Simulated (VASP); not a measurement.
# W (Im-3m) in VASP: relaxation of cell and atoms with PBEsol

Aim: the relaxation of cell and atoms of W with PBEsol.

Program: VASP 6.6.1. These are calculated values, not measurements. Logs are shortened: lines on timing, memory, paths and dates and some standing lists are left out, and cuts for length are marked.

**1. The cell of the first run**

Symmetry: Im-3m, No. 229, cubic system. The conventional cell has a = 3.170 Å, b = 3.170 Å, c = 3.170 Å, α = 90.00°, β = 90.00°, γ = 90.00°. W (site symmetry m-3m) has 14 W at 2.75 to 3.17 Å within 3.6 Å.

**2. Relaxation of cell and atoms, PBEsol**

File INCAR:

```
PREC = Accurate ; ENCUT = 600
EDIFF = 1E-6 ; ISMEAR = 0
SIGMA = 0.1 ; LREAL = False
LASPH = True ; NELM = 80
ALGO = Fast ; ISIF = 3
LWAVE = False ; LCHARG = False
GGA = PS ; IBRION = 2
NSW = 80 ; EDIFFG = -0.003
```

File KPOINTS:

```
Automatic mesh
0
Gamma
  48 48 48
```

File POSCAR:

```
W
1.0
   -1.5850000000      1.5850000000      1.5850000000
    1.5850000000     -1.5850000000      1.5850000000
    1.5850000000      1.5850000000     -1.5850000000
W
1
Direct
    0.0000000000      0.0000000000      0.0000000000
```

Potentials or basis: VASP PAW PBE potentials, release 64 (W_sv).

The run is started by

```console
$ cat potpaw_PBE.64/W_sv/POTCAR > POTCAR
$ mpirun -np 1 vasp_std > vasp.out
```

OUTCAR:

```text
PREC = Accurate
   ENCUT = 600
   EDIFF = 1E-6
   ISMEAR = 0
   LREAL = False
   LASPH = True
   NELM = 80
   ISIF = 3
   GGA = PS
   IBRION = 2
   NSW = 80
   EDIFFG = -0.003

 ion  position               nearest neighbor table
   1  0.000  0.000  0.000-

  LATTYP: Found a body centered cubic cell.
 ALAT       =     3.1700000000

  Lattice vectors:

 A1 = (  -1.5850000000,   1.5850000000,   1.5850000000)
 A2 = (   1.5850000000,  -1.5850000000,   1.5850000000)
 A3 = (   1.5850000000,   1.5850000000,  -1.5850000000)

Analysis of symmetry for initial positions (statically):
=====================================================================
 Subroutine PRICEL returns:
 Original cell was already a primitive cell.

 Routine SETGRP: Setting up the symmetry group for a
 body centered cubic supercell.

 Subroutine GETGRP returns: Found 48 space group operations
 (whereof 48 operations were pure point group operations)
 out of a pool of 48 trial point group operations.

The static configuration has the point symmetry O_h .

Analysis of symmetry for dynamics (positions and initial velocities):
=====================================================================
 Subroutine PRICEL returns:
 Original cell was already a primitive cell.

 Routine SETGRP: Setting up the symmetry group for a
 body centered cubic supercell.

 Subroutine GETGRP returns: Found 48 space group operations
 (whereof 48 operations were pure point group operations)
 out of a pool of 48 trial point group operations.

The dynamic configuration has the point symmetry O_h .

 Subroutine INISYM returns: Found 48 space group operations
 (whereof 48 operations are pure point group operations),
 and found     1 'primitive' translations

----------------------------------------------------------------------------------------

                                     Primitive cell

  volume of cell :      15.9275

  direct lattice vectors                    reciprocal lattice vectors
    -1.585000000  1.585000000  1.585000000     0.000000000  0.315457413  0.315457413
     1.585000000 -1.585000000  1.585000000     0.315457413  0.000000000  0.315457413
     1.585000000  1.585000000 -1.585000000     0.315457413  0.315457413  0.000000000

  length of vectors
     2.745300530  2.745300530  2.745300530     0.446124152  0.446124152  0.446124152

  position of ions in fractional coordinates (direct lattice)
     0.000000000  0.000000000  0.000000000

  ion indices of the primitive-cell ions
   primitive index   ion index
                 1           1

----------------------------------------------------------------------------------------

 KPOINTS: Automatic mesh

Automatic generation of k-mesh.
 Grid dimensions read from file:
 generate k-points for:   48   48   48

 Generating k-lattice:

  Cartesian coordinates                     Fractional coordinates (reciprocal lattice)
     0.000000000  0.006572029  0.006572029     0.020833333  0.000000000  0.000000000
     0.006572029  0.000000000  0.006572029     0.000000000  0.020833333  0.000000000
     0.006572029  0.006572029  0.000000000     0.000000000  0.000000000  0.020833333

  Length of vectors
     0.009294253  0.009294253  0.009294253

  Shift w.r.t. Gamma in fractional coordinates (k-lattice)
     0.000000000  0.000000000  0.000000000

 Subroutine IBZKPT returns following result:
 ===========================================

 Found   2769 irreducible k-points:

 Following reciprocal coordinates:
            Coordinates               Weight
  0.000000  0.000000  0.000000      1.000000
  0.020833  0.000000  0.000000     12.000000
  0.041667  0.000000  0.000000     12.000000
  0.062500  0.000000  0.000000     12.000000
  0.083333  0.000000  0.000000     12.000000
  0.104167  0.000000  0.000000     12.000000
[... 16 lines left out ...]
  0.458333  0.000000  0.000000     12.000000
  0.479167  0.000000  0.000000     12.000000
 [... further k-points ...]
   k-points           NKPTS =   2769   k-points in BZ     NKDIM =   2769   number of bands    NBANDS=     11
   number of dos      NEDOS =    301   number of ions     NIONS =      1
   total plane-waves  NPLWV =  13824
   dimension x,y,z NGX =    24 NGY =   24 NGZ =   24
   dimension x,y,z NGXF=    48 NGYF=   48 NGZF=   48
   ions per type =               1
   NGX,Y,Z   is equivalent  to a cutoff of  14.53, 14.53, 14.53 a.u.
   NGXF,Y,Z  is equivalent  to a cutoff of  29.07, 29.07, 29.07 a.u.
 SYSTEM =  unknown system
   PREC   = accura    normal or accurate (medium, high low for compatibility)
   ISTART =      0    job   : 0-new  1-cont  2-samecut
   ICHARG =      2    charge: 1-file 2-atom 10-const
   ISPIN  =      1    spin polarized calculation?
   LNONCOLLINEAR =      F non collinear calculations
   LSORBIT =      F    spin-orbit coupling
   LASPH  =      T    aspherical Exc in radial PAW
   ENCUT  =  600.0 eV  44.10 Ry    6.64 a.u.   5.48  5.48  5.48*2*pi/ulx,y,z
   NELM   =     80;   NELMIN=  2; NELMDL= -5     # of ELM steps
   EDIFF  = 0.1E-05   stopping-criterion for ELM
   LREAL  =      F    real-space projection
   EDIFFG = -.3E-02   stopping-criterion for IOM
   NSW    =     80    number of steps for IOM
   IBRION =      2    ionic relax: 0-MD 1-quasi-New 2-CG
   NFREE  =      1    steps in history (QN), initial steepest desc. (CG)
   ISIF   =      3    stress and relaxation
   ISYM   =      2    0-nonsym 1-usesym 2-fastsym
   POTIM  = 0.5000    time-step for ionic-motion
   TEBEG  =    0.0;   TEEND  =   0.0 temperature during run
   PSTRESS=    0.0 pullay stress
   NELECT =      14.0000    total number of electrons
   NUPDOWN=      -1.0000    fix difference up-down
   EMIN   =  10.00;   EMAX   =-10.00  energy-range for DOS
   EFERMI =   0.00;   METHOD = LEGACY
   ISMEAR =     0;   SIGMA  =   0.10  broadening in eV -4-tet -1-fermi 0-gaus
   EFERMI_NEDOS =   21; number of points for ismear=-14 and -15
   IALGO  =     68    algorithm
   IMIX   =      4    mixing-type and parameters
     AMIX     =   0.40;   BMIX     =  1.00
     AMIX_MAG =   1.60;   BMIX_MAG =  1.00
  volume/ion in A,a.u.               =      15.93       107.48
  Fermi-wavevector in a.u.,A,eV,Ry     =   1.568200  2.963469 33.460164  2.459253
  Thomas-Fermi vector in A             =   2.670267
   LORBIT       =      0    0 simple, 1 ext, 2 COOP (PROOUT), +10 PAW based schemes
   GGA     = PS    functional components
   LHFCALC =     F    Hartree Fock is set to
   AEXX    =    0.0000 exact exchange contribution
   IVDW    =     0    specifies the selected vdW correction
   LEPSILON=     F    determine dielectric tensor
   LRPA    =     F    only Hartree local field effects (RPA)
 conjugate gradient relaxation of ions
 non-spin polarized calculation
 RMM-DIIS sequential band-by-band and
 Gauss-broadening in eV      SIGMA  =   0.10
  energy-cutoff  :      600.00
  volume of cell :       15.93
 maximum number of plane-waves:       555
 NGX is ok and might be reduce to    24
   NGX = 11   NGY = 11   NGZ = 11

--------------------------------------- Ionic step        1  -------------------------------------------

 number of electron      14.0000002 magnetization

 Free energy of the ion-electron system (eV)
  ---------------------------------------------------
  ext. energy  EPLUGINS =         0.00000000
  ---------------------------------------------------
  free energy    TOTEN  =       -13.80404072 eV

  energy without entropy =      -13.80180946  energy(sigma->0) =      -13.80292509

------------------------ aborting loop because EDIFF is reached ----------------------------------------

  FORCE on cell =-STRESS in cart. coord.  units (eV):
  Direction    XX          YY          ZZ          XY          YZ          ZX
  --------------------------------------------------------------------------------------
  -------------------------------------------------------------------------------------
  Total       -0.3977321     -0.3977321     -0.3977321      0.0000000     -0.0000000      0.0000000
  in kB      -40.0086101    -40.0086101    -40.0086101      0.0000000     -0.0000000      0.0000000
  external PRESSURE =     -40.0086101 kB  Pullay stress =       0.0000000 kB
[... 230 lines left out ...]
  energy  without entropy=      -13.8044585437  energy(sigma->0) =      -13.80556457

--------------------------------------- Ionic step        8  -------------------------------------------

 number of electron      14.0000001 magnetization

 Free energy of the ion-electron system (eV)
  ---------------------------------------------------
  ext. energy  EPLUGINS =         0.00000000
  ---------------------------------------------------
  free energy    TOTEN  =       -13.80667039 eV

  energy without entropy =      -13.80445854  energy(sigma->0) =      -13.80556447

 E-fermi :  11.4178     XC(G=0): -13.8076

 val. band max:       11.4154641979   @ k =  -0.4583   0.4792   0.0417
 cond. band min:      11.4185266795   @ k =  -0.3333   0.3958   0.2708
 fundamental gap:      0.0030624816
 Fermi energy:        11.4177907838

 k-point     1 :       0.0000    0.0000    0.0000
  band No.  band energies     occupation
      1     -62.7429      2.00000
      2     -26.2884      2.00000
      3     -26.2884      2.00000
      4     -26.2884      2.00000
      5       1.6952      2.00000
      6      10.1442      2.00000
      7      10.1442      2.00000
      8      10.1442      2.00000
      9      13.6483      0.00000
     10      13.6483      0.00000
     11      25.9543      0.00000
[... 309 lines left out ...]
 k-point    24 :       0.4792    0.0000    0.0000
  band No.  band energies     occupation
      1     -62.6037      2.00000
      2     -27.6124      2.00000
      3     -26.7186      2.00000
      4     -26.2964      2.00000
      5       5.0525      2.00000
      6       7.7868      2.00000
      7      12.0426      0.00000
      8      13.5702      0.00000
      9      14.5296      0.00000
     10      17.5694      0.00000
     11      22.6580      0.00000

 [... further k-points ...]

------------------------ aborting loop because EDIFF is reached ----------------------------------------

  FORCE on cell =-STRESS in cart. coord.  units (eV):
  Direction    XX          YY          ZZ          XY          YZ          ZX
  --------------------------------------------------------------------------------------
  -------------------------------------------------------------------------------------
  Total        0.0018449      0.0018449      0.0018449      0.0000000      0.0000000      0.0000000
  in kB        0.1880075      0.1880075      0.1880075      0.0000000      0.0000000      0.0000000
  external PRESSURE =       0.1880075 kB  Pullay stress =       0.0000000 kB
[... 16 lines left out ...]
  FREE ENERGIE OF THE ION-ELECTRON SYSTEM (eV)
  ---------------------------------------------------
  free  energy   TOTEN  =       -13.8066703916 eV

  energy  without entropy=      -13.8044585442  energy(sigma->0) =      -13.80556447

 reached required accuracy - stopping structural energy minimisation
```

It took 10 min on 1 thread of Intel Xeon 6975P-C (Granite Rapids), shared host; peak memory 0.73 GiB.

Results:

| Quantity | Value |
| --- | --- |
| Free energy | -13.8067 eV |
| Relaxed volume | 15.72 Å³/atom |
| Relaxed cell | a = 2.733 Å, b = 2.733 Å, c = 2.733 Å, α = 109.47°, β = 109.47°, γ = 109.47° |
| Space group after relaxing (to 0.1 Å) | Im-3m (No. 229) |
| Energy gained by relaxing | 2.6 meV/atom |
| Ionic steps | 8 |
| Pressure after relaxing | 0.0 GPa |
| Band gap on the k mesh | zero (bands 7 and 8 overlap by 6.49 eV) |

Step by step:
```csv
step,energy change (eV),largest force (eV/Å),pressure (GPa),volume (Å³)
1,0.0000,0.0000,-4.00,15.93
2,0.0312,0.0000,16.18,15.03
3,-0.0026,0.0000,-0.09,15.73
4,-0.0026,0.0000,-0.05,15.72
5,-0.0026,0.0000,0.05,15.72
6,-0.0026,0.0000,-0.04,15.73
7,-0.0026,0.0000,-0.04,15.72
8,-0.0026,0.0000,0.02,15.72
```

Final structure:
```
CELL_PARAMETERS angstrom
-1.57816 1.57816 1.57816
1.57816 -1.57816 1.57816
1.57816 1.57816 -1.57816
ATOMIC_POSITIONS crystal
W 0.00000 0.00000 0.00000
```

Caveat: the PAW data sets were made with another functional, which shifts forces and pressure a little; spin-orbit coupling is left out, which moves the levels of the heavy elements.
